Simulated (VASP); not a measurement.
GaSe4, 5 atoms in the cell. The structure is cubic, space group Im-3m (No. 229). The conventional cell has a = 6.216 Å, b = 6.216 Å, c = 6.216 Å, α = 90.00°, β = 90.00°, γ = 90.00°. Ga (site symmetry m-3m) has 8 Se at 2.69 Å within 3.5 Å. Within 3.5 Å of Se (site symmetry -3m) lie 2 Ga at 2.69 Å and 6 Se at 3.11 Å. 

* Program: VASP 6.6.1
* Task: single point
* Functional: PBE
* Potentials or basis: VASP PAW PBE potentials, release 64 (Ga_d, Se)
* Cutoff: 520 eV
* k mesh: 8 × 8 × 8
* Occupations: gaussian, width 0.1 eV
* Spin: no spin polarisation
* Dipole correction: no
* Further INCAR settings: ALGO = Normal; EDIFF = 1e-06; NBANDS = 26

Potentials or basis: VASP PAW PBE potentials, release 64 (Ga_d, Se).

The run is started by

```console
$ cat potpaw_PBE.64/Ga_d/POTCAR potpaw_PBE.64/Se/POTCAR > POTCAR
$ mpirun -np 1 vasp_std > vasp.out
```

Hardware: 1 thread of Intel(R) Xeon(R) Platinum 8488C (Sapphire Rapids) (shared host).

Question: Estimate the wall time of this run.

Answer: Run time: 2.2 min on 1 thread of Intel(R) Xeon(R) Platinum 8488C (Sapphire Rapids) (shared host), peak memory 0.28 GiB. Counts: scf iterations 12, k points 29.
